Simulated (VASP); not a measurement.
# Be3CdO4 (Ama2) in VASP: a series of runs

The runs below take Be3CdO4 through single point, with PBE.

Everything below comes from runs of VASP 6.6.1. Logs are shortened: lines on timing, memory, paths and dates and some standing lists are left out, and cuts for length are marked.

## (1) The cell of the first run

The structure is orthorhombic, space group Ama2 (No. 40). The conventional cell has a = 8.544 Å, b = 7.843 Å, c = 4.486 Å, α = 90.00°, β = 90.00°, γ = 90.00°. Within 2.0 Å of Be (site symmetry 2) lie 3 O at 1.53 to 1.55 Å. Be (site symmetry 1) has 4 O at 1.61 to 1.68 Å within 2.1 Å. Cd (site symmetry m) has 6 O at 2.28 to 2.55 Å and 4 Be at 2.75 to 2.91 Å within 3.0 Å. O (site symmetry 1) has 3 Be at 1.55 to 1.66 Å within 2.1 Å. Within 2.0 Å of O (site symmetry 2) lie 3 Be at 1.53 to 1.68 Å. O (site symmetry m) has 2 Be at 1.61 Å within 2.1 Å.

## (2) Single point, PBE (volume scaled by 0.97, then relaxed in part)

The input, INCAR:

```
SYSTEM = Be3CdO4
PREC     = Accurate       ! precision mode
ENCUT    = 520            ! plane-wave cutoff, eV
EDIFF    = 1E-6           ! SCF threshold, eV
ISMEAR   = 0              ! smearing method
SIGMA    = 0.02           ! smearing width, eV
LREAL    = Auto         
LASPH    = .TRUE.         ! aspherical terms in the spheres
NELM     = 80             ! most SCF steps
ALGO     = Normal         ! electronic algorithm
ISIF     = 2              ! what is computed and relaxed
LWAVE    = .FALSE.        ! write WAVECAR
LCHARG   = .FALSE.        ! write CHGCAR
GGA      = PE             ! functional
NBANDS   = 56             ! bands
```

The input, KPOINTS:

```
Automatic mesh
0
G
  4 8 8
  0 0 0
```

The input, POSCAR:

```
Be3CdO4
1.0
    8.5444206443      0.0000000000      0.0000000000
    0.0000000000      3.9213246497      2.2431546776
    0.0000000000     -3.9213246497      2.2431546776
Be Cd O
6 2 8
Direct
    0.5000000000      0.9715372359      0.9715372359
    0.5718248856      0.6709439706      0.3389871149
    0.4281751144      0.3389871149      0.6709439706
    0.0000000000      0.9715372359      0.9715372359
    0.0718248856      0.3389871149      0.6709439706
    0.9281751144      0.6709439706      0.3389871149
    0.7500000000      0.3334578870      0.6323912412
    0.2500000000      0.6323912412      0.3334578870
    0.5428751934      0.6365193411      0.9688036138
    0.4571248066      0.9688036138      0.6365193411
    0.5000000000      0.3130271813      0.3130271813
    0.9571248066      0.6365193411      0.9688036138
    0.0428751934      0.9688036138      0.6365193411
    0.0000000000      0.3130271813      0.3130271813
    0.7500000000      0.7652274796      0.4696305919
    0.2500000000      0.4696305919      0.7652274796
```

Potentials or basis: VASP PAW PBE potentials, release 64 (Be, Cd, O).

Started as:

```bash
$ cat potpaw_PBE.64/Be/POTCAR potpaw_PBE.64/Cd/POTCAR potpaw_PBE.64/O/POTCAR > POTCAR
$ mpirun -np 1 vasp_std > vasp.out
```

OUTCAR:

```text
SYSTEM = Be3CdO4
   PREC = Accurate
   ENCUT = 520
   EDIFF = 1E-6
   ISMEAR = 0
   LREAL = Auto
   LASPH = .TRUE.
   NELM = 80
   ISIF = 2
   GGA = PE

 ion  position               nearest neighbor table
   1  0.500  0.972  0.972-  11 1.53  10 1.55   9 1.55
   2  0.572  0.671  0.339-  15 1.61   9 1.62  10 1.66  11 1.68   8 2.75   7 2.91   7 3.00
   3  0.428  0.339  0.671-  16 1.61  10 1.62   9 1.66  11 1.68   7 2.75   8 2.91   8 3.00
   4  0.000  0.972  0.972-  14 1.53  13 1.55  12 1.55
   5  0.072  0.339  0.671-  16 1.61  13 1.62  12 1.66  14 1.68   7 2.75   8 2.91   8 3.00
   6  0.928  0.671  0.339-  15 1.61  12 1.62  13 1.66  14 1.68   8 2.75   7 2.91   7 3.00
   7  0.750  0.333  0.632-   9 2.28  12 2.28  15 2.28  15 2.41  11 2.55  14 2.55   3 2.75   5 2.75
                             2 2.91   6 2.91   6 3.00   2 3.00
   8  0.250  0.632  0.333-  10 2.28  13 2.28  16 2.28  16 2.41  11 2.55  14 2.55   2 2.75   6 2.75
                             5 2.91   3 2.91   5 3.00   3 3.00
   9  0.543  0.637  0.969-   1 1.55   2 1.62   3 1.66   7 2.28
  10  0.457  0.969  0.637-   1 1.55   3 1.62   2 1.66   8 2.28
  11  0.500  0.313  0.313-   1 1.53   2 1.68   3 1.68   7 2.55   8 2.55
  12  0.957  0.637  0.969-   4 1.55   6 1.62   5 1.66   7 2.28
  13  0.043  0.969  0.637-   4 1.55   5 1.62   6 1.66   8 2.28
  14  0.000  0.313  0.313-   4 1.53   5 1.68   6 1.68   7 2.55   8 2.55
  15  0.750  0.765  0.470-   2 1.61   6 1.61   7 2.28   7 2.41
  16  0.250  0.470  0.765-   3 1.61   5 1.61   8 2.28   8 2.41

  LATTYP: Found a base centered orthorhombic cell.
 ALAT       =     4.4863093552
 B/A-ratio  =     1.7481294040
 C/A-ratio  =     1.9045544941

  Lattice vectors:

 A1 = (   0.0000000000,   3.9213246497,   2.2431546776)
 A2 = (   0.0000000000,  -3.9213246497,   2.2431546776)
 A3 = (   8.5444206443,   0.0000000000,   0.0000000000)

Analysis of symmetry for initial positions (statically):
=====================================================================
 Subroutine PRICEL returns:
 Original cell was already a primitive cell.

 Routine SETGRP: Setting up the symmetry group for a
 base centered orthorhombic supercell.

 Subroutine GETGRP returns: Found  4 space group operations
 (whereof  2 operations were pure point group operations)
 out of a pool of  8 trial point group operations.

The static configuration has the point symmetry C_2 .
 The point group associated with its full space group is C_2v.

Analysis of symmetry for dynamics (positions and initial velocities):
=====================================================================
 Subroutine PRICEL returns:
 Original cell was already a primitive cell.

 Routine SETGRP: Setting up the symmetry group for a
 base centered orthorhombic supercell.

[... 144 lines left out ...]
   NELECT =      84.0000    total number of electrons
   NUPDOWN=      -1.0000    fix difference up-down
   EMIN   =  10.00;   EMAX   =-10.00  energy-range for DOS
   EFERMI =   0.00;   METHOD = LEGACY
   ISMEAR =     0;   SIGMA  =   0.02  broadening in eV -4-tet -1-fermi 0-gaus
   EFERMI_NEDOS =   21; number of points for ismear=-14 and -15
   IALGO  =     38    algorithm
   IMIX   =      4    mixing-type and parameters
     AMIX     =   0.40;   BMIX     =  1.00
     AMIX_MAG =   1.60;   BMIX_MAG =  1.00
  volume/ion in A,a.u.               =       9.39        63.40
  Fermi-wavevector in a.u.,A,eV,Ry     =   1.348444  2.548190 24.739505  1.818302
  Thomas-Fermi vector in A             =   2.476113
   LORBIT       =      0    0 simple, 1 ext, 2 COOP (PROOUT), +10 PAW based schemes
   GGA     = PE    functional components
   LHFCALC =     F    Hartree Fock is set to
   AEXX    =    0.0000 exact exchange contribution
   IVDW    =     0    specifies the selected vdW correction
   LEPSILON=     F    determine dielectric tensor
   LRPA    =     F    only Hartree local field effects (RPA)
 non-spin polarized calculation
 Gauss-broadening in eV      SIGMA  =   0.02
  energy-cutoff  :      520.00
  volume of cell :      150.32
 maximum number of plane-waves:      4088
 NGX is ok and might be reduce to    64
   NGX = 31   NGY = 17   NGZ = 17

 number of electron      84.0000007 magnetization

 Free energy of the ion-electron system (eV)
  ---------------------------------------------------
  ext. energy  EPLUGINS =         0.00000000
  ---------------------------------------------------
  free energy    TOTEN  =       -99.06615084 eV

  energy without entropy =      -99.06615084  energy(sigma->0) =      -99.06615084

 E-fermi :   2.2031     XC(G=0): -10.6789

 val. band max:        2.1013975679   @ k =   0.5000   0.3750   0.3750
 cond. band min:       4.2664948072   @ k =   0.0000   0.0000   0.0000
 fundamental gap:      2.1650972393
 Fermi energy:         2.2030565776

 k-point     1 :       0.0000    0.0000    0.0000
  band No.  band energies     occupation
      1     -16.1620      2.00000
      2     -15.9397      2.00000
      3     -14.6459      2.00000
      4     -14.6041      2.00000
      5     -14.4002      2.00000
      6     -14.3837      2.00000
[... 1357 lines left out ...]
     53      13.3196      0.00000
     54      13.5959      0.00000

 [... further k-points ...]

 [bands above 54 left out]

------------------------ aborting loop because EDIFF is reached ----------------------------------------

  FORCE on cell =-STRESS in cart. coord.  units (eV):
  Direction    XX          YY          ZZ          XY          YZ          ZX
  --------------------------------------------------------------------------------------
  -------------------------------------------------------------------------------------
  Total        4.8049218      4.6289218      4.6344731      0.0000000      0.0000000      0.0000000
  in kB       51.2144209     49.3384827     49.3976529      0.0000000      0.0000000      0.0000000
  external PRESSURE =      49.9835188 kB  Pullay stress =       0.0000000 kB

 VOLUME and BASIS-vectors are now :
 -----------------------------------------------------------------------------
  energy-cutoff  :      520.00
  volume of cell :      150.32
      direct lattice vectors                 reciprocal lattice vectors
     8.544420644  0.000000000  0.000000000     0.117035437  0.000000000  0.000000000
     0.000000000  3.921324650  2.243154678     0.000000000  0.127507933  0.222900367
     0.000000000 -3.921324650  2.243154678     0.000000000 -0.127507933  0.222900367

 POSITION                                       TOTAL-FORCE (eV/Angst)
 -----------------------------------------------------------------------------------
      4.27221      0.00000      4.35862         0.000000     -0.000000      0.003077
      4.88591      1.30171      2.26543         0.008819      0.002045     -0.009431
      3.65851     -1.30171      2.26543        -0.008819     -0.002045     -0.009431
      0.00000      0.00000      4.35862         0.000000     -0.000000      0.003077
      0.61370     -1.30171      2.26543         0.008819     -0.002045     -0.009431
      7.93072      1.30171      2.26543        -0.008819      0.002045     -0.009431
[... 8 lines left out ...]
      6.40832      1.15913      2.76998         0.000000     -0.002938     -0.014641
      2.13611     -1.15913      2.76998         0.000000      0.002938     -0.014641
 -----------------------------------------------------------------------------------
    total drift:                               -0.000000     -0.000000     -0.005392

  FREE ENERGIE OF THE ION-ELECTRON SYSTEM (eV)
  ---------------------------------------------------
  free  energy   TOTEN  =       -99.0661508442 eV

  energy  without entropy=      -99.0661508442  energy(sigma->0) =      -99.06615084
```

Wall time 7.5 min (1 thread of Intel Xeon 6975P-C (Granite Rapids), shared host); peak memory 0.48 GiB.

Results:

- Free energy: -99.0662 eV
- Pressure: 5.0 GPa
- Largest force: 0.057 eV/Å
- Band gap on the k mesh: 2.17 eV, indirect (least direct gap 2.35 eV)

Forces in eV/Å, atoms in the order of the input:
```
Be   0.000  0.000  0.003
Be   0.009  0.002 -0.009
Be  -0.009 -0.002 -0.009
Be   0.000  0.000  0.003
Be   0.009 -0.002 -0.009
Be  -0.009  0.002 -0.009
Cd   0.000 -0.010 -0.034
Cd   0.000  0.010 -0.034
O   -0.041  0.000  0.040
O    0.041  0.000  0.040
O    0.000  0.000 -0.015
O    0.041  0.000  0.040
O   -0.041  0.000  0.040
O    0.000  0.000 -0.015
O    0.000 -0.003 -0.015
O    0.000  0.003 -0.015
```

Stress tensor (GPa, compression positive):
```
5.12 0.00 0.00
0.00 4.93 0.00
0.00 0.00 4.94
```

Caveat: the cell differs from its parent crystal (volume scaled by 0.97, then relaxed in part).

## (3) Single point, PBE

This run uses another cell than the first one, of 9.69 Å³/atom, 1.031 times its volume.

INCAR, as its differences from that of step 2:

```diff
@@ -7,3 +7,3 @@
 LREAL    = Auto         
-LASPH    = .TRUE.         ! aspherical terms in the spheres
+LASPH    = .True.         ! aspherical terms in the spheres
 NELM     = 80             ! most SCF steps
@@ -11,4 +11,4 @@
 ISIF     = 2              ! what is computed and relaxed
-LWAVE    = .FALSE.        ! write WAVECAR
-LCHARG   = .FALSE.        ! write CHGCAR
+LWAVE    = .False.        ! write WAVECAR
+LCHARG   = .False.        ! write CHGCAR
 GGA      = PE             ! functional
```

The input, KPOINTS:

```
Automatic mesh
0
Gamma
  4 8 8
  0 0 0
```

The input, POSCAR:

```
Be3CdO4
1.0
    8.6572464468      0.0000000000      0.0000000000
    0.0000000000      3.9569188293      2.2618613790
    0.0000000000     -3.9569188293      2.2618613790
Be Cd O
6 2 8
Direct
    0.5000000000      0.9723896451      0.9723896451
    0.5717743885      0.6709656410      0.3378244774
    0.4282256115      0.3378244774      0.6709656410
    0.0000000000      0.9723896451      0.9723896451
    0.0717743885      0.3378244774      0.6709656410
    0.9282256115      0.6709656410      0.3378244774
    0.7500000000      0.3396105268      0.6349778324
    0.2500000000      0.6349778324      0.3396105268
    0.5413301152      0.6369488925      0.9684233097
    0.4586698848      0.9684233097      0.6369488925
    0.5000000000      0.3132026912      0.3132026912
    0.9586698848      0.6369488925      0.9684233097
    0.0413301152      0.9684233097      0.6369488925
    0.0000000000      0.3132026912      0.3132026912
    0.7500000000      0.7633286793      0.4629177628
    0.2500000000      0.4629177628      0.7633286793
```

Potentials or basis: VASP PAW PBE potentials, release 64 (Be, Cd, O).

Started as:

```bash
$ cat potpaw_PBE.64/Be/POTCAR potpaw_PBE.64/Cd/POTCAR potpaw_PBE.64/O/POTCAR > POTCAR
$ mpirun -np 1 vasp_std > vasp.out
```

OUTCAR:

```text
SYSTEM = Be3CdO4
   PREC = Accurate
   ENCUT = 520
   EDIFF = 1E-6
   ISMEAR = 0
   LREAL = Auto
   LASPH = .True.
   NELM = 80
   ISIF = 2
   GGA = PE

 ion  position               nearest neighbor table
   1  0.500  0.972  0.972-  11 1.54  10 1.56   9 1.56
   2  0.572  0.671  0.338-  15 1.62   9 1.63  10 1.67  11 1.69   8 2.79   7 2.93   7 3.05
   3  0.428  0.338  0.671-  16 1.62  10 1.63   9 1.67  11 1.69   7 2.79   8 2.93   8 3.05
   4  0.000  0.972  0.972-  14 1.54  13 1.56  12 1.56
   5  0.072  0.338  0.671-  16 1.62  13 1.63  12 1.67  14 1.69   7 2.79   8 2.93   8 3.05
   6  0.928  0.671  0.338-  15 1.62  12 1.63  13 1.67  14 1.69   8 2.79   7 2.93   7 3.05
[... 1614 lines left out ...]
  in kB        6.0361406      4.9327883      5.1382409      0.0000000      0.0000000      0.0000000
  external PRESSURE =       5.3690566 kB  Pullay stress =       0.0000000 kB

 VOLUME and BASIS-vectors are now :
 -----------------------------------------------------------------------------
  energy-cutoff  :      520.00
  volume of cell :      154.96
      direct lattice vectors                 reciprocal lattice vectors
     8.657246447  0.000000000  0.000000000     0.115510169  0.000000000  0.000000000
     0.000000000  3.956918829  2.261861379     0.000000000  0.126360944  0.221056871
     0.000000000 -3.956918829  2.261861379     0.000000000 -0.126360944  0.221056871

 POSITION                                       TOTAL-FORCE (eV/Angst)
 -----------------------------------------------------------------------------------
      4.32862      0.00000      4.39882         0.000000     -0.000000      0.004615
      4.94999      1.31821      2.28174         0.003784     -0.001467     -0.004634
      3.70725     -1.31821      2.28174        -0.003784      0.001467     -0.004634
      0.00000      0.00000      4.39882         0.000000     -0.000000      0.004615
      0.62137     -1.31821      2.28174         0.003784      0.001467     -0.004634
      8.03588      1.31821      2.28174        -0.003784     -0.001467     -0.004634
[... 8 lines left out ...]
      6.49293      1.18870      2.77360         0.000000      0.002256     -0.013738
      2.16431     -1.18870      2.77360         0.000000     -0.002256     -0.013738
 -----------------------------------------------------------------------------------
    total drift:                               -0.000000      0.000000     -0.005090

  FREE ENERGIE OF THE ION-ELECTRON SYSTEM (eV)
  ---------------------------------------------------
  free  energy   TOTEN  =       -99.1523778525 eV

  energy  without entropy=      -99.1523778525  energy(sigma->0) =      -99.15237785
```

OSZICAR:

```text
N       E                     dE             d eps       ncg     rms          rms(c)
DAV:   1     0.600947608008E+03    0.60095E+03   -0.44730E+04  7056   0.146E+03
DAV:   2    -0.639629825662E+02   -0.66491E+03   -0.63344E+03  7952   0.375E+02
DAV:   3    -0.114275407209E+03   -0.50312E+02   -0.49931E+02  8544   0.114E+02
DAV:   4    -0.115004793208E+03   -0.72939E+00   -0.72784E+00  8488   0.153E+01
DAV:   5    -0.115014417209E+03   -0.96240E-02   -0.96212E-02  8528   0.164E+00    0.217E+01
DAV:   6    -0.998358355134E+02    0.15179E+02   -0.48131E+01  9584   0.524E+01    0.111E+01
DAV:   7    -0.995055356028E+02    0.33030E+00   -0.50496E+00  8072   0.123E+01    0.828E+00
DAV:   8    -0.991763699604E+02    0.32917E+00   -0.14922E+00  8528   0.695E+00    0.148E+00
DAV:   9    -0.991485545685E+02    0.27815E-01   -0.31954E-01  8264   0.295E+00    0.732E-01
DAV:  10    -0.991492602963E+02   -0.70573E-03   -0.22049E-02  8032   0.915E-01    0.616E-01
DAV:  11    -0.991502443688E+02   -0.98407E-03   -0.12507E-03  8096   0.242E-01    0.290E-01
DAV:  12    -0.991523162937E+02   -0.20719E-02   -0.24872E-03  8024   0.270E-01    0.169E-01
DAV:  13    -0.991523399155E+02   -0.23622E-04   -0.29481E-04  8528   0.127E-01    0.409E-02
DAV:  14    -0.991523639859E+02   -0.24070E-04   -0.53075E-05  8032   0.360E-02    0.292E-02
DAV:  15    -0.991523767809E+02   -0.12795E-04   -0.21727E-05  8048   0.231E-02    0.593E-03
DAV:  16    -0.991523778657E+02   -0.10847E-05   -0.34282E-06  8024   0.102E-02    0.450E-03
DAV:  17    -0.991523778525E+02    0.13199E-07   -0.41586E-07  5544   0.361E-03
   1 F= -.99152378E+02 E0= -.99152378E+02  d E =-.967201E-31
```

stdout:

```text
POSCAR found type information on POSCAR BeCdO
 POSCAR found :  3 types and      16 ions
 scaLAPACK will be used
 LDA part: xc-table for (Slater+PW92), standard interpolation
 POSCAR, INCAR and KPOINTS ok, starting setup
 FFT: planning ... GRIDC
 FFT: planning ... GRID_SOFT
 FFT: planning ... GRID
 WAVECAR not read
 entering main loop
```

It took 8.2 min on 1 thread of Intel Xeon 6975P-C (Granite Rapids), shared host; peak memory 0.47 GiB.

What came out:

```yaml
Free_energy: -99.1524 eV
Pressure: 0.5 GPa
Largest_force: 0.047 eV/Å
Band_gap_on_the_k_mesh: 2.02 eV, indirect (least direct gap 2.18 eV)
```

Forces on the atoms (eV/Å):
```
Be   0.000  0.000  0.005
Be   0.004 -0.001 -0.005
Be  -0.004  0.001 -0.005
Be   0.000  0.000  0.005
Be   0.004  0.001 -0.005
Be  -0.004 -0.001 -0.005
Cd   0.000 -0.015 -0.029
Cd   0.000  0.015 -0.029
O   -0.037 -0.004  0.030
O    0.037  0.004  0.030
O    0.000  0.000 -0.012
O    0.037 -0.004  0.030
O   -0.037  0.004  0.030
O    0.000  0.000 -0.012
O    0.000  0.002 -0.014
O    0.000 -0.002 -0.014
```
